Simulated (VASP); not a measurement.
# H7C2F in VASP: further runs, part 2 of 3

VASP 6.6.1. The steps go on from the part before.

## 3. Single point, PBE+D3(BJ)

File INCAR:

```
  PREC = Accurate
  ENCUT = 520
  EDIFF = 1E-6
  ISMEAR = -1
  SIGMA = 0.02
  LREAL = Auto
  LASPH = T
  NELM = 100
  ALGO = Normal
  ISIF = 2
  LWAVE = F
  LCHARG = T
  GGA = PE
  IVDW = 12
  LELF = T
  LVHAR = T
  NBANDS = 54
```

File KPOINTS:

```
regular mesh
0
Gamma
  1 1 1
```

File POSCAR:

```
H7C2F
1.0
    7.2304270000      0.0000000000      0.0000000000
    0.0000000000      7.2304270000      0.0000000000
    0.0000000000      0.0000000000      7.2304270000
C H F
6 21 3
Direct
    0.5411713582      0.7507302128      0.7317133552
    0.5336199370      0.9698320722      0.7077037082
    0.0015213486      0.9473576042     -0.2152984879
   -0.0366368404      0.9853774888     -0.0113824536
    0.4389229018      0.3076443480      0.2244127491
    0.4669710378      0.4463083577      0.0668148645
    0.5421394891      0.7111889796      0.5864383943
    0.6500307658      0.7529154226      0.8493274325
    0.4091597910      0.7143008290      0.8033412135
    0.4085512515      1.0056114252      0.6348311103
    0.5865905292      1.0669494347      0.8183334124
    0.6504595095      1.0214611115      0.5917492840
    0.0578665686      0.8058721843     -0.2629028687
   -0.1192184085      0.9394742524     -0.3048505987
    0.0818762156      1.0666866563     -0.2931085536
    0.0895659413      1.0064827430      0.0809495760
   -0.1491336542      1.1000041906     -0.0087823306
   -0.0850572172      0.8671133807      0.0765791564
    0.3105902321      0.2337482973      0.2282022901
    0.5452513385      0.1940964206      0.2071385272
    0.4535416788      0.3638927549      0.3620394757
    0.5728983918      0.5519867637      0.0807697803
    0.4793907746      0.3816095509     -0.0732736808
    0.3415980827      0.5353487422      0.1230909323
    0.8680400203      0.3422204525      0.8466304964
    0.8164524723      0.2004169325      0.2968289425
    1.2063187969      0.7119496539      0.3376010850
    0.7632467626      0.3638236027      0.7730663763
    0.9159348404      0.2725565171      0.2977970734
    1.2178672159      0.6913146347      0.4659890764
```

Potentials or basis: VASP PAW PBE potentials, release 64 (C, H, F).

Command:

```
> cat potpaw_PBE.64/C/POTCAR potpaw_PBE.64/H/POTCAR potpaw_PBE.64/F/POTCAR > POTCAR
> mpirun -np 1 vasp_gam > vasp.out
```

OUTCAR:

```text
PREC = Accurate
   ENCUT = 520
   EDIFF = 1E-6
   ISMEAR = -1
   LREAL = Auto
   LASPH = T
   NELM = 100
   ISIF = 2
   GGA = PE
   IVDW = 12
 IVDW          = 12

 ion  position               nearest neighbor table
   1  0.541  0.751  0.732-   7 1.09   9 1.12   8 1.16   2 1.59
   2  0.534  0.970  0.708-  10 1.08  11 1.13  12 1.25   1 1.59
   3  0.002  0.947  0.785-  14 1.09  13 1.15  15 1.18   4 1.52
   4  0.963  0.985  0.989-  18 1.12  16 1.14  17 1.16   3 1.52
   5  0.439  0.308  0.224-  19 1.07  21 1.08  20 1.13   6 1.53
   6  0.467  0.446  0.067-  22 1.09  23 1.12  24 1.18   5 1.53
   7  0.542  0.711  0.586-   1 1.09
   8  0.650  0.753  0.849-   1 1.16
   9  0.409  0.714  0.803-   1 1.12
  10  0.409  0.006  0.635-   2 1.08
  11  0.587  0.067  0.818-   2 1.13
  12  0.650  0.021  0.592-   2 1.25
[... 16 lines left out ...]
  29  0.916  0.273  0.298-  26 0.89
  30  0.218  0.691  0.466-  27 0.94

  LATTYP: Found a simple cubic cell.
 ALAT       =     7.2304270000

  Lattice vectors:

 A1 = (   7.2304270000,   0.0000000000,   0.0000000000)
 A2 = (   0.0000000000,   7.2304270000,   0.0000000000)
 A3 = (   0.0000000000,   0.0000000000,   7.2304270000)

Analysis of symmetry for initial positions (statically):
=====================================================================
 Subroutine PRICEL returns:
 Original cell was already a primitive cell.

 Routine SETGRP: Setting up the symmetry group for a
 simple cubic supercell.

 Subroutine GETGRP returns: Found  1 space group operations
 (whereof  1 operations were pure point group operations)
 out of a pool of 48 trial point group operations.

The static configuration has the point symmetry C_1 .

Analysis of symmetry for dynamics (positions and initial velocities):
=====================================================================
 Subroutine PRICEL returns:
 Original cell was already a primitive cell.

 Routine SETGRP: Setting up the symmetry group for a
 simple cubic supercell.

 Subroutine GETGRP returns: Found  1 space group operations
 (whereof  1 operations were pure point group operations)
 out of a pool of 48 trial point group operations.

The dynamic configuration has the point symmetry C_1 .

 Subroutine INISYM returns: Found  1 space group operations
 (whereof  1 operations are pure point group operations),
 and found     1 'primitive' translations

----------------------------------------------------------------------------------------

                                     Primitive cell

  volume of cell :     378.0000

  direct lattice vectors                    reciprocal lattice vectors
     7.230427000  0.000000000  0.000000000     0.138304418  0.000000000  0.000000000
     0.000000000  7.230427000  0.000000000     0.000000000  0.138304418  0.000000000
     0.000000000  0.000000000  7.230427000     0.000000000  0.000000000  0.138304418

  length of vectors
     7.230427000  7.230427000  7.230427000     0.138304418  0.138304418  0.138304418

  position of ions in fractional coordinates (direct lattice)
     0.541171358  0.750730213  0.731713355
     0.533619937  0.969832072  0.707703708
     0.001521349  0.947357604  0.784701512
     0.963363160  0.985377489  0.988617546
     0.438922902  0.307644348  0.224412749
     0.466971038  0.446308358  0.066814865
[... 22 lines left out ...]
     0.915934840  0.272556517  0.297797073
     0.217867216  0.691314635  0.465989076

  ion indices of the primitive-cell ions
   primitive index   ion index
                 1           1
                 2           2
                 3           3
                 4           4
                 5           5
                 6           6
[... 22 lines left out ...]
                29          29
                30          30

----------------------------------------------------------------------------------------

 KPOINTS: regular mesh

Automatic generation of k-mesh.
 Grid dimensions read from file:
 generate k-points for:    1    1    1

 Generating k-lattice:

  Cartesian coordinates                     Fractional coordinates (reciprocal lattice)
     0.138304418  0.000000000  0.000000000     1.000000000  0.000000000  0.000000000
     0.000000000  0.138304418  0.000000000     0.000000000  1.000000000  0.000000000
     0.000000000  0.000000000  0.138304418     0.000000000  0.000000000  1.000000000

  Length of vectors
     0.138304418  0.138304418  0.138304418

  Shift w.r.t. Gamma in fractional coordinates (k-lattice)
     0.000000000  0.000000000  0.000000000

 Subroutine IBZKPT returns following result:
 ===========================================

 Found      1 irreducible k-points:

 Following reciprocal coordinates:
            Coordinates               Weight
  0.000000  0.000000  0.000000      1.000000
   k-points           NKPTS =      1   k-points in BZ     NKDIM =      1   number of bands    NBANDS=     54
   number of dos      NEDOS =    301   number of ions     NIONS =     30
   total plane-waves  NPLWV = 157464
   dimension x,y,z NGX =    54 NGY =   54 NGZ =   54
   dimension x,y,z NGXF=   108 NGYF=  108 NGZF=  108
   ions per type =               6  21   3
   NGX,Y,Z   is equivalent  to a cutoff of  12.42, 12.42, 12.42 a.u.
   NGXF,Y,Z  is equivalent  to a cutoff of  24.83, 24.83, 24.83 a.u.
 SYSTEM =  unknown system
   PREC   = accura    normal or accurate (medium, high low for compatibility)
   ISTART =      0    job   : 0-new  1-cont  2-samecut
   ICHARG =      2    charge: 1-file 2-atom 10-const
   ISPIN  =      1    spin polarized calculation?
   LNONCOLLINEAR =      F non collinear calculations
   LSORBIT =      F    spin-orbit coupling
   LASPH  =      T    aspherical Exc in radial PAW
   ENCUT  =  520.0 eV  38.22 Ry    6.18 a.u.  13.44 13.44 13.44*2*pi/ulx,y,z
   NELM   =    100;   NELMIN=  2; NELMDL= -5     # of ELM steps
   EDIFF  = 0.1E-05   stopping-criterion for ELM
   LREAL  =      T    real-space projection
   EDIFFG = 0.1E-04   stopping-criterion for IOM
   NSW    =      0    number of steps for IOM
   IBRION =     -1    ionic relax: 0-MD 1-quasi-New 2-CG
   NFREE  =      0    steps in history (QN), initial steepest desc. (CG)
   ISIF   =      2    stress and relaxation
   ISYM   =      2    0-nonsym 1-usesym 2-fastsym
   POTIM  = 0.5000    time-step for ionic-motion
   TEBEG  =    0.0;   TEEND  =   0.0 temperature during run
   PSTRESS=    0.0 pullay stress
   NELECT =      66.0000    total number of electrons
   NUPDOWN=      -1.0000    fix difference up-down
   EMIN   =  10.00;   EMAX   =-10.00  energy-range for DOS
   EFERMI =   0.00;   METHOD = LEGACY
   ISMEAR =    -1;   SIGMA  =   0.02  broadening in eV -4-tet -1-fermi 0-gaus
   EFERMI_NEDOS =   21; number of points for ismear=-14 and -15
   IALGO  =     38    algorithm
   IMIX   =      4    mixing-type and parameters
     AMIX     =   0.40;   BMIX     =  1.00
     AMIX_MAG =   1.60;   BMIX_MAG =  1.00
  volume/ion in A,a.u.               =      12.60        85.03
  Fermi-wavevector in a.u.,A,eV,Ry     =   0.915009  1.729117 11.391370  0.837242
  Thomas-Fermi vector in A             =   2.039702
   LORBIT       =      0    0 simple, 1 ext, 2 COOP (PROOUT), +10 PAW based schemes
   GGA     = PE    functional components
   LHFCALC =     F    Hartree Fock is set to
   AEXX    =    0.0000 exact exchange contribution
   IVDW    =    12    specifies the selected vdW correction
   LEPSILON=     F    determine dielectric tensor
   LRPA    =     F    only Hartree local field effects (RPA)
 non-spin polarized calculation
  energy-cutoff  :      520.00
  volume of cell :      378.00
 maximum number of plane-waves:      5066
 NGX is ok and might be reduce to    54
   NGX = 27   NGY = 27   NGZ = 27

 number of electron      66.0000028 magnetization

 Free energy of the ion-electron system (eV)
  ---------------------------------------------------
  ext. energy  EPLUGINS =         0.00000000
  ---------------------------------------------------
  free energy    TOTEN  =      -142.29081344 eV

  energy without entropy =     -142.29081344  energy(sigma->0) =     -142.29081344

 E-fermi :  -3.8837     XC(G=0):  -5.8862

 val. band max:       -4.3908639078   @ k =   0.0000   0.0000   0.0000
 cond. band min:       0.4072385530   @ k =   0.0000   0.0000   0.0000
 fundamental gap:      4.7981024608
 Fermi energy:        -3.8836844386

 k-point     1 :       0.0000    0.0000    0.0000
  band No.  band energies     occupation
      1     -27.8942      2.00000
      2     -27.6402      2.00000
      3     -27.4556      2.00000
      4     -16.2978      2.00000
      5     -16.1018      2.00000
      6     -15.5809      2.00000
[... 37 lines left out ...]
     44       4.8366      0.00000
     45       4.9744      0.00000
 [bands above 45 left out]

------------------------ aborting loop because EDIFF is reached ----------------------------------------

 Edisp (eV)   -0.87431

 E8    (eV) :    -0.1897

  FORCE on cell =-STRESS in cart. coord.  units (eV):
  Direction    XX          YY          ZZ          XY          YZ          ZX
  --------------------------------------------------------------------------------------
  -------------------------------------------------------------------------------------
  Total       0.86604    -3.86783    -9.60812     0.08533    -0.28095     3.24211
  in kB       3.67078   -16.39404   -40.72463     0.36168    -1.19081    13.74189
  external pressure =      -17.82 kB  Pullay stress =        0.00 kB

 VOLUME and BASIS-vectors are now :
 -----------------------------------------------------------------------------
  energy-cutoff  :      520.00
  volume of cell :      378.00
      direct lattice vectors                 reciprocal lattice vectors
     7.230427000  0.000000000  0.000000000     0.138304418  0.000000000  0.000000000
     0.000000000  7.230427000  0.000000000     0.000000000  0.138304418  0.000000000
     0.000000000  0.000000000  7.230427000     0.000000000  0.000000000  0.138304418

 POSITION                                       TOTAL-FORCE (eV/Angst)
 -----------------------------------------------------------------------------------
      3.91290      5.42810      5.29060        -0.186067      3.660381      2.560063
      3.85830      7.01230      5.11700         2.732301      0.866217     -2.351134
      0.01100      6.84980      5.67373         1.271827     -0.385645     -2.225021
      6.96553      7.12470      7.14813        -0.221028      0.038718      0.878329
      3.17360      2.22440      1.62260         2.718818     -1.512966     -0.535962
      3.37640      3.22700      0.48310        -2.485696      0.901339      1.820142
[... 22 lines left out ...]
      6.62260      1.97070      2.15320         2.898119      2.139414      0.112598
      1.57527      4.99850      3.36930        -0.035802      0.046264     -0.364602
 -----------------------------------------------------------------------------------
    total drift:                               -0.006630     -0.000523      0.013678

  FREE ENERGIE OF THE ION-ELECTRON SYSTEM (eV)
  ---------------------------------------------------
  free  energy   TOTEN  =      -143.1651203927 eV

  energy  without entropy=     -143.1651203927  energy(sigma->0) =     -143.16512039
```

Wall time 59 s (1 thread of Intel Xeon Platinum 8259CL at 2.50GHz (Skylake/Cascade Lake), shared host); peak memory 0.36 GiB.

What came out:

- Free energy: -143.1651 eV
- Pressure: -1.8 GPa
- Largest force: 4.471 eV/Å
- Band gap on the k mesh: 4.80 eV
- Dispersion energy per atom: -0.029 eV

Forces in eV/Å, atoms in the order of the input:
```
C   -0.186  3.660  2.560
C    2.732  0.866 -2.351
C    1.272 -0.386 -2.225
C   -0.221  0.039  0.878
C    2.719 -1.513 -0.536
C   -2.486  0.901  1.820
H    0.782 -1.217  0.405
H   -0.397 -1.499 -2.021
H    0.487 -0.190 -0.592
H   -0.681  0.666  0.324
H   -1.175 -0.914 -0.169
H   -1.795 -1.184  1.600
H    0.346  1.354  1.140
H   -0.736  0.356  0.555
H   -0.514 -1.546  1.357
H   -0.609  1.003 -1.189
H    1.440 -1.036  0.611
H   -0.711  0.034 -1.034
H   -0.972 -0.104 -0.531
H   -0.352  0.257  0.414
H    0.286  0.466  0.472
H    0.854 -0.412  0.318
H   -0.884  0.695  0.650
H    0.683 -0.447 -2.380
H    0.118  0.007  0.000
H   -2.912 -1.974  0.052
H   -0.010 -0.084  0.212
F    0.060  0.019 -0.088
F    2.898  2.139  0.113
F   -0.036  0.046 -0.365
```

Caveat: the k points lie up to 0.87 Å⁻¹ apart.

(Part 2 of 3 ends here.)
